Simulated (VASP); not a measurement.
Here is a VASP 6.6.1 calculation.

Contents of POSCAR:

```
GaN
1.0
    3.1831273763     -0.0000035193     -0.0000050155
   -1.5915667359      2.7566699610      0.0000035275
   -0.0000081677      0.0000019175      5.1835281543
Ga N
2 2
Direct
    0.3333342850      0.6666674517      0.9991135474
    0.6666659200      0.3333313730      0.4991133625
    0.3333347914      0.6666665159      0.3758861402
    0.6666650034      0.3333346593      0.8758869499
```

File INCAR.step1:

```
ALGO = Normal
EDIFF = 1E-4
ENCUT = 520
GGA = PE
ISMEAR = 0
LASPH = T
LCHARG = F
LREAL = F
LWAVE = T
NBANDS = 26
NELM = 60
PREC = Accurate
SIGMA = 0.05
```

The input INCAR.step2:

```
ALGO = Normal
EDIFF = 1E-7
ENCUT = 520
ISIF = 2
ISMEAR = 0
ISTART = 1
LASPH = T
LCHARG = F
LMIXTAU = T
LREAL = F
LWAVE = F
METAGGA = R2SCAN
NBANDS = 26
NELM = 60
PREC = Accurate
SIGMA = 0.05
```

File KPOINTS:

```
k-points
0
Gamma
  12 12 4
```

Potentials or basis: VASP PAW PBE potentials, release 64 (Ga_d, N).

Launch:

```bash
$ cat potpaw_PBE.64/Ga_d/POTCAR potpaw_PBE.64/N/POTCAR > POTCAR
$ cp INCAR.step1 INCAR
$ mpirun -np 1 vasp_std > vasp.out
$ cp INCAR.step2 INCAR
$ mpirun -np 1 vasp_std > vasp.out
```

What does it give for the largest force?

0.005 eV/Å.

What does it give for the pressure?

1.1 GPa.

Estimate the band gap on the k mesh.

2.34 eV.

Stress tensor (GPa, compression positive):
```
1.13 0.00 0.00
0.00 1.13 0.00
0.00 0.00 1.01
```

Caveat: the PAW data sets were made with another functional, which shifts forces and pressure a little.
